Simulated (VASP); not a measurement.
# Ir (P6_3/mmc) in VASP: further runs, part 2 of 2

VASP 6.6.1.

### Step 3. Single point, LDA, collinear spin (15.57 Å³/atom)

INCAR

```
PREC = Accurate
ENCUT = 520
EDIFF = 1E-6
ISMEAR = 0
SIGMA = 0.15
LREAL = False
LASPH = True
NELM = 150
ALGO = Normal
ISIF = 2
LWAVE = False
LCHARG = False
ISPIN = 2
MAGMOM = 0.7 0.7
LORBIT = 11
NUPDOWN = 1.4
LMAXMIX = 4
GGA = CA
NBANDS = 20
```

KPOINTS

```
regular mesh
0
Gamma
  21 21 12
```

POSCAR

```
Ir
1.0
    2.8094117329      0.0000000000      0.0000000000
   -1.4047058664      2.4330219303      0.0000000000
    0.0000000000      0.0000000000      4.5551365798
Ir
2
Direct
    0.6666666667      0.3333333333      0.7500000000
    0.3333333333      0.6666666667      0.2500000000
```

Potentials or basis: VASP PAW LDA potentials, release 64 (Ir).

Launch:

```
$ cat potpaw_LDA.64/Ir/POTCAR > POTCAR
$ mpirun -np 1 vasp_std > vasp.out
```

OUTCAR:

```text
PREC = Accurate
   ENCUT = 520
   EDIFF = 1E-6
   ISMEAR = 0
   LREAL = False
   LASPH = True
   NELM = 150
   ISIF = 2
   ISPIN = 2
   LORBIT = 11
   NUPDOWN = 1.4
   GGA = CA

 ion  position               nearest neighbor table
   1  0.667  0.333  0.750-   2 2.80   2 2.80   2 2.80   2 2.80   2 2.80   2 2.80
   2  0.333  0.667  0.250-   1 2.80   1 2.80   1 2.80   1 2.80   1 2.80   1 2.80

  LATTYP: Found a hexagonal cell.
 ALAT       =     2.8094117329
 C/A-ratio  =     1.6213844793

  Lattice vectors:

 A1 = (   2.8094117329,   0.0000000000,   0.0000000000)
 A2 = (  -1.4047058664,   2.4330219303,   0.0000000000)
 A3 = (   0.0000000000,   0.0000000000,   4.5551365798)

Analysis of symmetry for initial positions (statically):
=====================================================================
 Subroutine PRICEL returns:
 Original cell was already a primitive cell.

 Routine SETGRP: Setting up the symmetry group for a
 hexagonal supercell.

 Subroutine GETGRP returns: Found 24 space group operations
 (whereof 12 operations were pure point group operations)
 out of a pool of 24 trial point group operations.

The static configuration has the point symmetry D_3d.
 The point group associated with its full space group is D_6h.

Analysis of symmetry for dynamics (positions and initial velocities):
=====================================================================
 Subroutine PRICEL returns:
 Original cell was already a primitive cell.

 Routine SETGRP: Setting up the symmetry group for a
 hexagonal supercell.

 Subroutine GETGRP returns: Found 24 space group operations
 (whereof 12 operations were pure point group operations)
 out of a pool of 24 trial point group operations.

The dynamic configuration has the point symmetry D_3d.
 The point group associated with its full space group is D_6h.

Analysis of structural, dynamic, and magnetic symmetry:
=====================================================================
 Subroutine PRICEL returns:
 Original cell was already a primitive cell.

 Routine SETGRP: Setting up the symmetry group for a
 hexagonal supercell.

 Subroutine GETGRP returns: Found 24 space group operations
 (whereof 12 operations were pure point group operations)
 out of a pool of 24 trial point group operations.

The overall configuration has the point symmetry D_3d.
 The point group associated with its full space group is D_6h.

 Subroutine INISYM returns: Found 24 space group operations
 (whereof 12 operations are pure point group operations),
 and found     1 'primitive' translations

----------------------------------------------------------------------------------------

                                     Primitive cell

  volume of cell :      31.1360

  direct lattice vectors                    reciprocal lattice vectors
     2.809411733  0.000000000  0.000000000     0.355946403  0.205505751  0.000000000
    -1.404705866  2.433021930  0.000000000     0.000000000  0.411011503  0.000000000
     0.000000000  0.000000000  4.555136580     0.000000000  0.000000000  0.219532386

  length of vectors
     2.809411733  2.809411733  4.555136580     0.411011503  0.411011503  0.219532386

  position of ions in fractional coordinates (direct lattice)
     0.666666667  0.333333333  0.750000000
     0.333333333  0.666666667  0.250000000
[... 70 lines left out ...]
   ICHARG =      2    charge: 1-file 2-atom 10-const
   ISPIN  =      2    spin polarized calculation?
   LNONCOLLINEAR =      F non collinear calculations
   LSORBIT =      F    spin-orbit coupling
   LASPH  =      T    aspherical Exc in radial PAW
   ENCUT  =  520.0 eV  38.22 Ry    6.18 a.u.   5.22  5.22  8.47*2*pi/ulx,y,z
   NELM   =    150;   NELMIN=  2; NELMDL= -5     # of ELM steps
   EDIFF  = 0.1E-05   stopping-criterion for ELM
   LREAL  =      F    real-space projection
   EDIFFG = 0.1E-04   stopping-criterion for IOM
   NSW    =      0    number of steps for IOM
   IBRION =     -1    ionic relax: 0-MD 1-quasi-New 2-CG
   NFREE  =      0    steps in history (QN), initial steepest desc. (CG)
   ISIF   =      2    stress and relaxation
   ISYM   =      2    0-nonsym 1-usesym 2-fastsym
   POTIM  = 0.5000    time-step for ionic-motion
   TEBEG  =    0.0;   TEEND  =   0.0 temperature during run
   PSTRESS=    0.0 pullay stress
   NELECT =      18.0000    total number of electrons
   NUPDOWN=       1.4000    fix difference up-down
   EMIN   =  10.00;   EMAX   =-10.00  energy-range for DOS
   EFERMI =   0.00;   METHOD = LEGACY
   ISMEAR =     0;   SIGMA  =   0.15  broadening in eV -4-tet -1-fermi 0-gaus
   EFERMI_NEDOS =   21; number of points for ismear=-14 and -15
   IALGO  =     38    algorithm
   IMIX   =      4    mixing-type and parameters
     AMIX     =   0.40;   BMIX     =  1.00
     AMIX_MAG =   1.60;   BMIX_MAG =  1.00
  volume/ion in A,a.u.               =      15.57       105.06
  Fermi-wavevector in a.u.,A,eV,Ry     =   1.363781  2.577173 25.305468  1.859899
  Thomas-Fermi vector in A             =   2.490154
   LORBIT       =     11    0 simple, 1 ext, 2 COOP (PROOUT), +10 PAW based schemes
   GGA     = CA    functional components
   LHFCALC =     F    Hartree Fock is set to
   AEXX    =    0.0000 exact exchange contribution
   IVDW    =     0    specifies the selected vdW correction
   LEPSILON=     F    determine dielectric tensor
   LRPA    =     F    only Hartree local field effects (RPA)
 spin polarized calculation
 Gauss-broadening in eV      SIGMA  =   0.15
  energy-cutoff  :      520.00
  volume of cell :       31.14
 maximum number of plane-waves:       852
 NGX is ok and might be reduce to    24
   NGX = 11   NGY = 11   NGZ = 17

 number of electron      18.0000003 magnetization       1.4000000

 Free energy of the ion-electron system (eV)
  ---------------------------------------------------
  ext. energy  EPLUGINS =         0.00000000
  ---------------------------------------------------
  free energy    TOTEN  =       -19.93638647 eV

  energy without entropy =      -19.90432693  energy(sigma->0) =      -19.92035670

 E-fermi :   8.4001     XC(G=0): -13.5872

 val. band max:        9.0296703981   @ k =   0.3810   0.1429   0.0833
 cond. band min:       8.4023898524   @ k =   0.3333   0.0000   0.0833
 fundamental gap:     -0.6272805456
 Fermi energy:         9.0320964093

 spin component 1

 k-point     1 :       0.0000    0.0000    0.0000
  band No.  band energies     occupation
      1      -1.4982      1.00000
      2       1.4407      1.00000
      3       5.2007      1.00000
      4       5.2976      1.00000
      5       5.2976      1.00000
      6       5.8556      1.00000
[... 541 lines left out ...]
     19      28.8233      0.00000
     20      30.2474      0.00000

 [... further k-points ...]

 spin component 2

 k-point     1 :       0.0000    0.0000    0.0000
  band No.  band energies     occupation
      1      -1.3201      1.00000
      2       1.7188      1.00000
      3       5.5792      1.00000
      4       5.6667      1.00000
      5       5.6667      1.00000
      6       6.2349      1.00000
[... 541 lines left out ...]
     19      29.0204      0.00000
     20      30.4682      0.00000

 [... further k-points ...]

------------------------ aborting loop because EDIFF is reached ----------------------------------------

  FORCE on cell =-STRESS in cart. coord.  units (eV):
  Direction    XX          YY          ZZ          XY          YZ          ZX
  --------------------------------------------------------------------------------------
  -------------------------------------------------------------------------------------
  Total       -5.5954593     -5.5954593     -5.8127515     -0.0000000      0.0000000      0.0000000
  in kB     -287.9277362   -287.9277362   -299.1090287     -0.0000000      0.0000000      0.0000000
  external PRESSURE =    -291.6548337 kB  Pullay stress =       0.0000000 kB

 VOLUME and BASIS-vectors are now :
 -----------------------------------------------------------------------------
  energy-cutoff  :      520.00
  volume of cell :       31.14
      direct lattice vectors                 reciprocal lattice vectors
     2.809411733  0.000000000  0.000000000     0.355946403  0.205505751  0.000000000
    -1.404705866  2.433021930  0.000000000     0.000000000  0.411011503  0.000000000
     0.000000000  0.000000000  4.555136580     0.000000000  0.000000000  0.219532386

 POSITION                                       TOTAL-FORCE (eV/Angst)
 -----------------------------------------------------------------------------------
      1.40471      0.81101      3.41635         0.000000     -0.000000      0.000000
     -0.00000      1.62201      1.13878        -0.000000      0.000000      0.000000
 -----------------------------------------------------------------------------------
    total drift:                               -0.000000      0.000000     -0.000000

  FREE ENERGIE OF THE ION-ELECTRON SYSTEM (eV)
  ---------------------------------------------------
  free  energy   TOTEN  =       -19.9363864726 eV

  energy  without entropy=      -19.9043269333  energy(sigma->0) =      -19.92035670

 total charge

# of ion       s       p       d       tot
------------------------------------------
    1        0.621   0.614   6.884   8.119
    2        0.621   0.614   6.884   8.119
--------------------------------------------------
tot          1.243   1.228  13.767  16.238

 magnetization (x)

# of ion       s       p       d       tot
------------------------------------------
    1        0.003   0.006   0.672   0.681
    2        0.003   0.006   0.672   0.681
--------------------------------------------------
tot          0.007   0.011   1.344   1.362
```

Wall time 99 s (1 thread of Intel Xeon 6975P-C (Granite Rapids), shared host); peak memory 0.37 GiB.

What came out:

| Item | Value |
| --- | --- |
| Free energy | -19.9364 eV |
| Pressure | -29.2 GPa |
| Net moment | 1.40 μB per cell |
| Site moments | Ir +0.68 μB |
| Valence electrons inside the program's atomic spheres | Ir 8.12 |

Stress tensor (GPa, compression positive):
```
-28.79   0.00   0.00
  0.00 -28.79   0.00
  0.00   0.00 -29.91
```

Caveat: the cell stands under tension; spin-orbit coupling is left out, which moves the levels of the heavy elements; the total moment is fixed, so each spin has its own Fermi level.

### Step 4. Single point, LDA, collinear spin (15.57 Å³/atom)

INCAR

```
  ALGO = Normal
  EDIFF = 1E-6
  ENCUT = 520
  GGA = CA
  ISIF = 2
  ISMEAR = 0
  ISPIN = 2
  LASPH = T
  LCHARG = T
  LELF = T
  LMAXMIX = 4
  LORBIT = 11
  LREAL = F
  LVHAR = T
  LWAVE = F
  MAGMOM = 0.8 0.8
  NBANDS = 20
  NELM = 150
  NUPDOWN = 1.6
  PREC = Accurate
  SIGMA = 0.15
```

KPOINTS

```
k-points
0
Gamma
  21 21 12
```

POSCAR is that of step 3.

Launch:

```
$ cat potpaw_LDA.64/Ir/POTCAR > POTCAR
$ mpirun -np 1 vasp_std > vasp.out
```

Wall time 6.4 min (1 thread of Intel Xeon 8259CL, shared host); peak memory 0.37 GiB.

The run converged. Its results:

| Property | Result |
| --- | --- |
| Free energy | -19.8675 eV |
| Pressure | -28.1 GPa |
| Net moment | 1.60 μB per cell |
| Site moments | Ir +0.78 μB |
| Valence electrons inside the program's atomic spheres | Ir 8.12 |

Stress tensor (GPa, compression positive):
```
-27.83   0.00   0.00
  0.00 -27.83   0.00
  0.00   0.00 -28.72
```

Caveat: the cell stands under tension; spin-orbit coupling is left out, which moves the levels of the heavy elements; the total moment is fixed, so each spin has its own Fermi level.

### Step 5. Single point, LDA, collinear spin (15.57 Å³/atom)

INCAR

```
PREC     = Accurate       # precision mode
ENCUT    = 520            # plane-wave cutoff, eV
EDIFF    = 1E-6           # SCF threshold, eV
ISMEAR   = 0              # smearing method
SIGMA    = 0.15           # smearing width, eV
LREAL    = F              # projectors in reciprocal space
LASPH    = T              # aspherical terms in the spheres
NELM     = 150            # most SCF steps
ALGO     = Normal         # electronic algorithm
ISIF     = 2              # what is computed and relaxed
LWAVE    = F              # write WAVECAR
LCHARG   = F              # write CHGCAR
ISPIN    = 2              # spin polarisation
MAGMOM   = 0.6 0.6        # initial moments
LORBIT   = 11             # projections on sites
NUPDOWN  = 1.2            # fixed moment
LMAXMIX  = 4              # l up to which the mixer works
GGA      = CA             # functional
NBANDS   = 20             # bands
```

KPOINTS

```
Automatic mesh
0
Gamma
  21 21 12
```

POSCAR is that of step 4.

Launch:

```
$ cat potpaw_LDA.64/Ir/POTCAR > POTCAR
$ mpirun -np 1 vasp_std > vasp.out
```

Run time: 4.4 min. Hardware: 1 thread of Intel Xeon 8259CL, shared host; peak memory 0.37 GiB.

It converged, with:

| Quantity | Value |
| --- | --- |
| Free energy | -19.9944 eV |
| Pressure | -30.0 GPa |
| Net moment | 1.20 μB per cell |
| Site moments | Ir +0.58 μB |
| Valence electrons inside the program's atomic spheres | Ir 8.12 |

Stress tensor (GPa, compression positive):
```
-29.65   0.00   0.00
  0.00 -29.65   0.00
  0.00   0.00 -30.81
```

Caveat: the cell stands under tension; spin-orbit coupling is left out, which moves the levels of the heavy elements; the total moment is fixed, so each spin has its own Fermi level.

### Step 6. The runs side by side

```csv
fixed moment (μB),pressure (GPa),moment (μB)
0.6,-31.9,0.60
1.4,-29.2,1.40
1.6,-28.1,1.60
1.2,-30.0,1.20
```

Alike in all rows: task single point; level LDA; potentials or basis VASP PAW LDA potentials, release 64 (Ir); spin collinear; cell as given; k mesh 21 × 21 × 12; cutoff (eV) 520; smearing gaussian 0.15 eV.

Caveats: the cell stands under tension; spin-orbit coupling is left out, which moves the levels of the heavy elements; the total moment is fixed, so each spin has its own Fermi level.

Absolute energies hang on the potentials; compare differences alone.
